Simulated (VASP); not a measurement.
# Nb (Im-3m) in VASP: further runs

Nb is run at these levels: r2SCAN+rVV10, r2SCAN; tasks: relaxation of cell and atoms.

All numbers are computed with VASP 6.6.1; they aren't measurements. Logs are shortened: lines on timing, memory, paths and dates and some standing lists are left out, and cuts for length are marked.

### Step 1. The cell of the first run

Symmetry: Im-3m, No. 229, cubic system. Conventional cell: a = 3.328 Å, b = 3.328 Å, c = 3.328 Å, α = 90.00°, β = 90.00°, γ = 90.00°. Nb (site symmetry m-3m) has 14 Nb at 2.88 to 3.33 Å within 3.8 Å.

### Step 2. Relaxation of cell and atoms, r2SCAN+rVV10

POSCAR

```
Nb
1.0
   -1.6639500000      1.6639500000      1.6639500000
    1.6639500000     -1.6639500000      1.6639500000
    1.6639500000      1.6639500000     -1.6639500000
Nb
1
Direct
    0.0000000000      0.0000000000      0.0000000000
```

INCAR.step1

```
SYSTEM = Nb
PREC     = Accurate       ! precision mode
ENCUT    = 550            ! plane-wave cutoff, eV
ISMEAR   = -1             ! smearing method
SIGMA    = 0.1            ! smearing width, eV
LREAL    = .FALSE.        ! projectors in reciprocal space
LASPH    = .TRUE.         ! aspherical terms in the spheres
NELM     = 120            ! most SCF steps
GGA      = PE             ! functional
ALGO     = Normal         ! electronic algorithm
EDIFF    = 1E-5           ! SCF threshold, eV
LWAVE    = .TRUE.         ! write WAVECAR
LCHARG   = .FALSE.        ! write CHGCAR
GGA_COMPAT= .FALSE.      
IBRION   = 2              ! ionic algorithm
ISIF     = 3              ! what is computed and relaxed
EDIFFG   = -0.005         ! ionic threshold
NELMIN   = 4            
NSW      = 100            ! ionic steps
```

INCAR.step2

```
SYSTEM = Nb
PREC     = Accurate       ! precision mode
ENCUT    = 550            ! plane-wave cutoff, eV
EDIFF    = 1E-7           ! SCF threshold, eV
ISMEAR   = -1             ! smearing method
SIGMA    = 0.1            ! smearing width, eV
LREAL    = .FALSE.        ! projectors in reciprocal space
LASPH    = .TRUE.         ! aspherical terms in the spheres
NELM     = 120            ! most SCF steps
ALGO     = Normal         ! electronic algorithm
ISIF     = 3              ! what is computed and relaxed
LWAVE    = .FALSE.        ! write WAVECAR
LCHARG   = .FALSE.        ! write CHGCAR
METAGGA  = R2SCAN         ! meta-GGA
LMIXTAU  = .TRUE.       
LUSE_VDW = .TRUE.       
IVDW_NL  = 2            
BPARAM   = 11.95        
CPARAM   = 0.0093       
IBRION   = 2              ! ionic algorithm
NSW      = 80             ! ionic steps
EDIFFG   = -0.01          ! ionic threshold
ISTART   = 1            
GGA_COMPAT= .FALSE.      
NELMIN   = 4
```

KPOINTS

```
Automatic mesh
0
G
  13 13 13
  0 0 0
```

Potentials or basis: VASP PAW PBE potentials, release 64 (Nb_sv).

The run is started by

```bash
$ cat potpaw_PBE.64/Nb_sv/POTCAR > POTCAR
$ cp INCAR.step1 INCAR
$ mpirun -np 1 vasp_std > vasp.out
$ cp INCAR.step2 INCAR
$ mpirun -np 1 vasp_std > vasp.out
```

OUTCAR:

```text
SYSTEM = Nb
   PREC = Accurate
   ENCUT = 550
   EDIFF = 1E-7
   ISMEAR = -1
   LREAL = .FALSE.
   LASPH = .TRUE.
   NELM = 120
   ISIF = 3
   METAGGA = R2SCAN
   IVDW_NL = 2
   BPARAM = 11.95
   IBRION = 2
   NSW = 80
   EDIFFG = -0.01
   ISTART = 1
   NELMIN = 4

 ion  position               nearest neighbor table
   1  0.000  0.000  0.000-

  LATTYP: Found a body centered cubic cell.
 ALAT       =     3.3279000000

  Lattice vectors:

 A1 = (  -1.6639500000,   1.6639500000,   1.6639500000)
 A2 = (   1.6639500000,  -1.6639500000,   1.6639500000)
 A3 = (   1.6639500000,   1.6639500000,  -1.6639500000)

Analysis of symmetry for initial positions (statically):
=====================================================================
 Subroutine PRICEL returns:
 Original cell was already a primitive cell.

 Routine SETGRP: Setting up the symmetry group for a
 body centered cubic supercell.

 Subroutine GETGRP returns: Found 48 space group operations
 (whereof 48 operations were pure point group operations)
 out of a pool of 48 trial point group operations.

The static configuration has the point symmetry O_h .

Analysis of symmetry for dynamics (positions and initial velocities):
=====================================================================
 Subroutine PRICEL returns:
 Original cell was already a primitive cell.

 Routine SETGRP: Setting up the symmetry group for a
 body centered cubic supercell.

 Subroutine GETGRP returns: Found 48 space group operations
 (whereof 48 operations were pure point group operations)
 out of a pool of 48 trial point group operations.

The dynamic configuration has the point symmetry O_h .

 Subroutine INISYM returns: Found 48 space group operations
 (whereof 48 operations are pure point group operations),
 and found     1 'primitive' translations

----------------------------------------------------------------------------------------

                                     Primitive cell

  volume of cell :      18.4281

  direct lattice vectors                    reciprocal lattice vectors
    -1.663950000  1.663950000  1.663950000     0.000000000  0.300489798  0.300489798
     1.663950000 -1.663950000  1.663950000     0.300489798  0.000000000  0.300489798
     1.663950000  1.663950000 -1.663950000     0.300489798  0.300489798  0.000000000

  length of vectors
     2.882045941  2.882045941  2.882045941     0.424956748  0.424956748  0.424956748

  position of ions in fractional coordinates (direct lattice)
     0.000000000  0.000000000  0.000000000

  ion indices of the primitive-cell ions
   primitive index   ion index
                 1           1

----------------------------------------------------------------------------------------

 KPOINTS: Automatic mesh

Automatic generation of k-mesh.
 Grid dimensions read from file:
 generate k-points for:   13   13   13

 Generating k-lattice:

  Cartesian coordinates                     Fractional coordinates (reciprocal lattice)
     0.000000000  0.023114600  0.023114600     0.076923077  0.000000000  0.000000000
     0.023114600  0.000000000  0.023114600     0.000000000  0.076923077  0.000000000
     0.023114600  0.023114600  0.000000000     0.000000000  0.000000000  0.076923077

  Length of vectors
     0.032688981  0.032688981  0.032688981

  Shift w.r.t. Gamma in fractional coordinates (k-lattice)
     0.000000000  0.000000000  0.000000000

 Subroutine IBZKPT returns following result:
 ===========================================

 Found     84 irreducible k-points:

 Following reciprocal coordinates:
            Coordinates               Weight
  0.000000  0.000000  0.000000      1.000000
  0.076923  0.000000  0.000000     12.000000
  0.153846  0.000000  0.000000     12.000000
  0.230769  0.000000  0.000000     12.000000
  0.307692  0.000000  0.000000     12.000000
  0.384615  0.000000  0.000000     12.000000
[... 16 lines left out ...]
  0.153846  0.076923  0.076923     24.000000
  0.230769  0.076923  0.076923     24.000000
 [... further k-points ...]
   k-points           NKPTS =     84   k-points in BZ     NKDIM =     84   number of bands    NBANDS=     10
   number of dos      NEDOS =    301   number of ions     NIONS =      1
   total plane-waves  NPLWV =  13824
   dimension x,y,z NGX =    24 NGY =   24 NGZ =   24
   dimension x,y,z NGXF=    48 NGYF=   48 NGZF=   48
   ions per type =               1
   NGX,Y,Z   is equivalent  to a cutoff of  13.84, 13.84, 13.84 a.u.
   NGXF,Y,Z  is equivalent  to a cutoff of  27.69, 27.69, 27.69 a.u.
 SYSTEM =  Nb
   PREC   = accura    normal or accurate (medium, high low for compatibility)
   ISTART =      1    job   : 0-new  1-cont  2-samecut
   ICHARG =      0    charge: 1-file 2-atom 10-const
   ISPIN  =      1    spin polarized calculation?
   LNONCOLLINEAR =      F non collinear calculations
   LSORBIT =      F    spin-orbit coupling
   LASPH  =      T    aspherical Exc in radial PAW
   ENCUT  =  550.0 eV  40.42 Ry    6.36 a.u.   5.51  5.51  5.51*2*pi/ulx,y,z
   NELM   =    120;   NELMIN=  4; NELMDL=  0     # of ELM steps
   EDIFF  = 0.1E-06   stopping-criterion for ELM
   LREAL  =      F    real-space projection
   EDIFFG = -.1E-01   stopping-criterion for IOM
   NSW    =     80    number of steps for IOM
   IBRION =      2    ionic relax: 0-MD 1-quasi-New 2-CG
   NFREE  =      1    steps in history (QN), initial steepest desc. (CG)
   ISIF   =      3    stress and relaxation
   ISYM   =      2    0-nonsym 1-usesym 2-fastsym
   POTIM  = 0.5000    time-step for ionic-motion
   TEBEG  =    0.0;   TEEND  =   0.0 temperature during run
   PSTRESS=    0.0 pullay stress
   NELECT =      13.0000    total number of electrons
   NUPDOWN=      -1.0000    fix difference up-down
   EMIN   =  10.00;   EMAX   =-10.00  energy-range for DOS
   EFERMI =   0.00;   METHOD = LEGACY
   ISMEAR =    -1;   SIGMA  =   0.10  broadening in eV -4-tet -1-fermi 0-gaus
   EFERMI_NEDOS =   21; number of points for ismear=-14 and -15
   IALGO  =     38    algorithm
   IMIX   =      4    mixing-type and parameters
     AMIX     =   0.40;   BMIX     =  1.00
     AMIX_MAG =   1.60;   BMIX_MAG =  1.00
  volume/ion in A,a.u.               =      18.43       124.36
  Fermi-wavevector in a.u.,A,eV,Ry     =   1.457345  2.753983 28.896790  2.123854
  Thomas-Fermi vector in A             =   2.574157
   LORBIT       =      0    0 simple, 1 ext, 2 COOP (PROOUT), +10 PAW based schemes
   METAGGA = R2SCAN    functional components
   LHFCALC =     F    Hartree Fock is set to
   AEXX    =    0.0000 exact exchange contribution
   IVDW_NL    =     2    kernel type
   BPARAM     =11.9500
   IVDW    =     0    specifies the selected vdW correction
   LEPSILON=     F    determine dielectric tensor
   LRPA    =     F    only Hartree local field effects (RPA)
 conjugate gradient relaxation of ions
 non-spin polarized calculation
  energy-cutoff  :      550.00
  volume of cell :       18.43
 maximum number of plane-waves:       555
 NGX is ok and might be reduce to    24
   NGX = 11   NGY = 11   NGZ = 11

--------------------------------------- Ionic step        1  -------------------------------------------

 number of electron      12.9999999 magnetization

 Free energy of the ion-electron system (eV)
  ---------------------------------------------------
  ext. energy  EPLUGINS =         0.00000000
  ---------------------------------------------------
  free energy    TOTEN  =       -24.64643802 eV

  energy without entropy =      -24.60022796  energy(sigma->0) =      -24.62333299

------------------------ aborting loop because EDIFF is reached ----------------------------------------

  FORCE on cell =-STRESS in cart. coord.  units (eV):
  Direction    XX          YY          ZZ          XY          YZ          ZX
  --------------------------------------------------------------------------------------
  -------------------------------------------------------------------------------------
  Total       -0.5907739     -0.5907739     -0.5907739     -0.0000000     -0.0000000      0.0000000
  in kB      -51.3630849    -51.3630849    -51.3630849     -0.0000000     -0.0000000      0.0000000
  external PRESSURE =     -51.3630849 kB  Pullay stress =       0.0000000 kB
[... 55 lines left out ...]
  energy  without entropy=      -24.5861044990  energy(sigma->0) =      -24.60524833

--------------------------------------- Ionic step        3  -------------------------------------------

 number of electron      13.0000001 magnetization

 Free energy of the ion-electron system (eV)
  ---------------------------------------------------
  ext. energy  EPLUGINS =         0.00000000
  ---------------------------------------------------
  free energy    TOTEN  =       -24.65570639 eV

  energy without entropy =      -24.61234406  energy(sigma->0) =      -24.63402523

 E-fermi :  11.2598     XC(G=0): -13.6905

 val. band max:       11.2023577458   @ k =   0.3077   0.1538   0.1538
 cond. band min:      11.3053279384   @ k =   0.0769   0.0769   0.0000
 fundamental gap:      0.1029701926
 Fermi energy:        11.2597912919

 k-point     1 :       0.0000    0.0000    0.0000
  band No.  band energies     occupation
      1     -44.8828      2.00000
      2     -19.4053      2.00000
      3     -19.4053      2.00000
      4     -19.4053      2.00000
      5       4.9208      2.00000
      6      11.6832      0.02856
      7      11.6832      0.02856
      8      11.6832      0.02856
      9      14.8343      0.00000
     10      14.8343      0.00000
[... 287 lines left out ...]
 k-point    24 :       0.2308    0.0769    0.0769
  band No.  band energies     occupation
      1     -44.6823      2.00000
      2     -20.4688      2.00000
      3     -19.7259      2.00000
      4     -19.4908      2.00000
      5       7.8918      2.00000
      6       9.9543      2.00000
      7      10.6719      1.99442
      8      14.6175      0.00000
      9      15.1810      0.00000
     10      16.3093      0.00000

 [... further k-points ...]

------------------------ aborting loop because EDIFF is reached ----------------------------------------

  FORCE on cell =-STRESS in cart. coord.  units (eV):
  Direction    XX          YY          ZZ          XY          YZ          ZX
  --------------------------------------------------------------------------------------
  -------------------------------------------------------------------------------------
  Total       -0.0097691     -0.0097691     -0.0097691      0.0000000      0.0000000      0.0000000
  in kB       -0.8756944     -0.8756944     -0.8756944      0.0000000      0.0000000      0.0000000
  external PRESSURE =      -0.8756944 kB  Pullay stress =       0.0000000 kB
[... 16 lines left out ...]
  FREE ENERGIE OF THE ION-ELECTRON SYSTEM (eV)
  ---------------------------------------------------
  free  energy   TOTEN  =       -24.6557063950 eV

  energy  without entropy=      -24.6123440633  energy(sigma->0) =      -24.63402523

 reached required accuracy - stopping structural energy minimisation
```

Wall time 4.1 min (1 thread of Intel Xeon Platinum 8488C (Sapphire Rapids), shared host); peak memory 0.23 GiB.

Results:

```
Free energy                           : -24.6557 eV
Relaxed volume                        : 17.87 Å³/atom
Relaxed cell                          : a = 2.853 Å, b = 2.853 Å, c = 2.853 Å, α = 109.47°, β = 109.47°, γ = 109.47°
Space group after relaxing (to 0.1 Å) : Im-3m (No. 229)
Energy gained by relaxing             : 9.3 meV/atom
Ionic steps                           : 3
Pressure after relaxing               : -0.1 GPa
Band gap on the k mesh                : zero (an odd number of electrons rules out a gap without spin polarisation)
```

Step by step:
| step | energy change (eV) | largest force (eV/Å) | pressure (GPa) | volume (Å³) |
| --- | --- | --- | --- | --- |
| 1 | 0.0000 | 0.0000 | -5.14 | 18.43 |
| 2 | 0.0220 | 0.0000 | 10.85 | 16.90 |
| 3 | -0.0093 | 0.0000 | -0.09 | 17.87 |

Final structure:
```
Nb
1.0
    -1.64709    1.64709    1.64709
     1.64709   -1.64709    1.64709
     1.64709    1.64709   -1.64709
Nb
1
Direct
  0.00000 0.00000 0.00000
```

Caveat: the PAW data sets were made with another functional, which shifts forces and pressure a little.

### Step 3. Relaxation of cell and atoms, r2SCAN

POSCAR is that of step 2.

INCAR.step1

```
  PREC = Accurate
  ENCUT = 550
  ISMEAR = -1
  SIGMA = 0.1
  LREAL = F
  LASPH = T
  NELM = 120
  GGA = PE
  ALGO = Normal
  EDIFF = 1E-5
  LWAVE = T
  LCHARG = F
  GGA_COMPAT = F
  IBRION = 2
  ISIF = 3
  EDIFFG = -0.005
  NELMIN = 4
  NSW = 100
```

INCAR.step2

```
  PREC = Accurate
  ENCUT = 550
  EDIFF = 1E-7
  ISMEAR = -1
  SIGMA = 0.1
  LREAL = F
  LASPH = T
  NELM = 120
  ALGO = Normal
  ISIF = 3
  LWAVE = F
  LCHARG = F
  METAGGA = R2SCAN
  LMIXTAU = T
  IBRION = 2
  NSW = 80
  EDIFFG = -0.01
  ISTART = 1
  GGA_COMPAT = F
  NELMIN = 4
```

KPOINTS

```
regular mesh
0
Gamma
  13 13 13
```

Potentials or basis: VASP PAW PBE potentials, release 64 (Nb_sv).

The run is started by

```bash
$ cat potpaw_PBE.64/Nb_sv/POTCAR > POTCAR
$ cp INCAR.step1 INCAR
$ mpirun -np 1 vasp_std > vasp.out
$ cp INCAR.step2 INCAR
$ mpirun -np 1 vasp_std > vasp.out
```

Wall time 3.2 min (1 thread of Intel Xeon Platinum 8488C (Sapphire Rapids), shared host); peak memory 0.16 GiB.

Results (log left out):

```yaml
Free_energy: -24.8682 eV
Relaxed_volume: 18.00 Å³/atom
Relaxed_cell: a = 2.859 Å, b = 2.859 Å, c = 2.859 Å, α = 109.47°, β = 109.47°, γ = 109.47°
Space_group_after_relaxing_to_0.1_Å: Im-3m (No. 229)
Energy_gained_by_relaxing: 5.5 meV/atom
Ionic_steps: 3
Pressure_after_relaxing: 0.0 GPa
Band_gap_on_the_k_mesh: zero (an odd number of electrons rules out a gap without spin polarisation)
```

Step by step:
| step | energy change (eV) | largest force (eV/Å) | pressure (GPa) | volume (Å³) |
| --- | --- | --- | --- | --- |
| 1 | 0.0000 | 0.0000 | -3.96 | 18.43 |
| 2 | 0.0124 | 0.0000 | 7.95 | 17.24 |
| 3 | -0.0055 | 0.0000 | -0.05 | 18.00 |

Final structure:
```
CELL_PARAMETERS angstrom
-1.65081 1.65081 1.65081
1.65081 -1.65081 1.65081
1.65081 1.65081 -1.65081
ATOMIC_POSITIONS crystal
Nb 0.00000 0.00000 0.00000
```

Levels at points of the mesh, in eV from the Fermi level:
```
           k point  band 2  band 3  band 4  band 5  band 6  band 7  band 8  band 9  band 10
(0.00, 0.00, 0.00)  -30.71  -30.71  -30.71   -6.31    0.42    0.42    0.42    3.55     3.55
```

Caveat: the PAW data sets were made with another functional, which shifts forces and pressure a little.
